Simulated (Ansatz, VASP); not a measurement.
LaTiH3: VASP beside Ansatz

```xyz
5
Lattice="4.3221 0.0000 0.0000 0.0000 4.3221 0.0000 0.0000 0.0000 3.8478" Properties=species:S:1:pos:R:3 pbc="T T T"
La    0.0000    0.0000    0.0000
Ti    2.1610    2.1610    0.0000
H     0.0000    2.1610    1.9239
H     2.1610    0.0000    1.9239
H     0.0000    0.0000    1.9239
```

Alike in both runs: task single point; functional PBE; k mesh 10 × 10 × 10; occupations gaussian, width 0.1 eV; no spin polarisation.

|  | VASP | Ansatz |
| --- | --- | --- |
| version | VASP 6.6.1 | Ansatz 0.2.0 |
| potentials or method | VASP PAW PBE potentials, release 64 (La, Ti_sv, H), cutoff 520 eV | scalar-relativistic, plane waves, PAW |
| valence electrons in the cell | 26 | 26 |

|  | VASP | Ansatz | Ansatz less VASP |
| --- | --- | --- | --- |
| gap on the k mesh at the Fermi level (eV) | none | none | - |
| pressure (GPa) | 0.0 | 0.0 | +0.03 |

A gap of «none» marks a metal or a gap that the smearing closes. The functional is the same, so the differences come from potentials, cutoffs and numerics.

Spin-orbit coupling is off throughout.
